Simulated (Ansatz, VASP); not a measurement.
Given: the input of a run of VASP 6.6.1 on CuI.

INCAR

```
PREC = Accurate
ENCUT = 600
EDIFF = 1E-7
ISMEAR = -1
SIGMA = 0.05
LREAL = False
LASPH = True
NELM = 100
ALGO = Normal
ISIF = 3
LWAVE = False
LCHARG = False
GGA = RP
IVDW = 13
IBRION = 2
NSW = 80
EDIFFG = -0.02
```

KPOINTS

```
Automatic mesh
0
Gamma
  8 8 8
```

The input POSCAR:

```
CuI
1.0
    0.0000000000      3.0315000000      3.0315000000
    3.0315000000      0.0000000000      3.0315000000
    3.0315000000      3.0315000000      0.0000000000
I Cu
1 1
Direct
    0.0000000000      0.0000000000      0.0000000000
    0.7500000000      0.7500000000      0.7500000000
```

Potentials or basis: VASP PAW PBE potentials, release 64 (I, Cu).

Run with:

```console
$ cat potpaw_PBE.64/I/POTCAR potpaw_PBE.64/Cu/POTCAR > POTCAR
$ mpirun -np 1 vasp_std > vasp.out
```

Problem. Translate it to Ansatz 0.2.0. Potentials there: all-electron LAPW, scalar-relativistic.

Solution. As run (the cutoff follows the program's own potentials):

File input.yaml:

```yaml
crystal:
  lattice:
    - [0.0, 3.0315, 3.0315]
    - [3.0315, 0.0, 3.0315]
    - [3.0315, 3.0315, 0.0]
  atoms:
    - { symbol: I, position: [0.0, 0.0, 0.0] }
    - { symbol: Cu, position: [0.75, 0.75, 0.75] }
kpoints:
  mp_grid: { grid: [8, 8, 8] }
scf:
  occupations: { method: fermi_dirac, width: 0.05 }
hamiltonian:
  xc: rpbe
  dispersion: d4
  pseudopotentials: { kind: all_electron, lapw: { basis_error: 0.001 } }
output:
  forces: true
  stress: true
relax:
  f_tol: 0.02
  max_steps: 60
  cell: {}
```

Potentials or basis: all-electron LAPW, scalar-relativistic.

Run with:

```sh
$ ansatz run input.yaml --threads 1 --pin off --max-ram 3072MiB --backend cpu --events-out ev --progress --plain --runs-dir out
```

Both were run:

|  | VASP | Ansatz | Ansatz less VASP |
| --- | --- | --- | --- |
| relaxed volume (Å³/atom) | 26.37 | 26.35 | -0.024 |
| relaxed cell length with the largest relative difference (Å) | 4.210 | 4.208 | -0.0013 |

VASP's potentials were made for PBE, not for RPBE. Ansatz ran all-electron here, and VASP with PAW potentials.

Neither program's run includes spin-orbit coupling.
